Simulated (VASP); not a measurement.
Wanted: the native input for a VASP 6.6.1 run.

```
Task                   : single point
Functional             : PBE
Potentials or basis    : VASP PAW PBE potentials, release 64 (Be)
Cutoff                 : 520 eV
k mesh                 : 21 × 21 × 21
Occupations            : fermi-dirac, width 0.08 eV
Spin                   : no spin polarisation
Dipole correction      : no
Further INCAR settings : ALGO = Normal; EDIFF = 1e-06; NBANDS = 7
```

The structure of Be lies in POSCAR:

```
Be
1.0
   -1.2158767768      1.2158767768      1.2158767768
    1.2158767768     -1.2158767768      1.2158767768
    1.2158767768      1.2158767768     -1.2158767768
Be
1
Direct
    0.0000000000      0.0000000000      0.0000000000
```

This cell differs from its parent crystal: volume scaled by 0.92.

The input as run:

INCAR

```
ALGO = Normal ; EDIFF = 1E-6
ENCUT = 520 ; GGA = PE
ISIF = 2 ; ISMEAR = -1
LASPH = T ; LCHARG = F
LREAL = F ; LWAVE = F
NBANDS = 7 ; NELM = 80
PREC = Accurate ; SIGMA = 0.08
```

KPOINTS

```
k-points
0
Gamma
  21 21 21
```

Potentials or basis: VASP PAW PBE potentials, release 64 (Be).

Run with:

```sh
$ cat potpaw_PBE.64/Be/POTCAR > POTCAR
$ mpirun -np 1 vasp_std > vasp.out
```

It gave:

The pressure is 12.1 GPa and the band gap on the k mesh is zero (band 1 reaches 12.45 eV, above the bottom of band 2 at 7.25 eV).

Wall time 3.7 s on 1 thread of Intel(R) Xeon(R) Platinum 8375C CPU @ 2.90GHz (Ice Lake), on a shared host, peak memory 0.11 GiB.
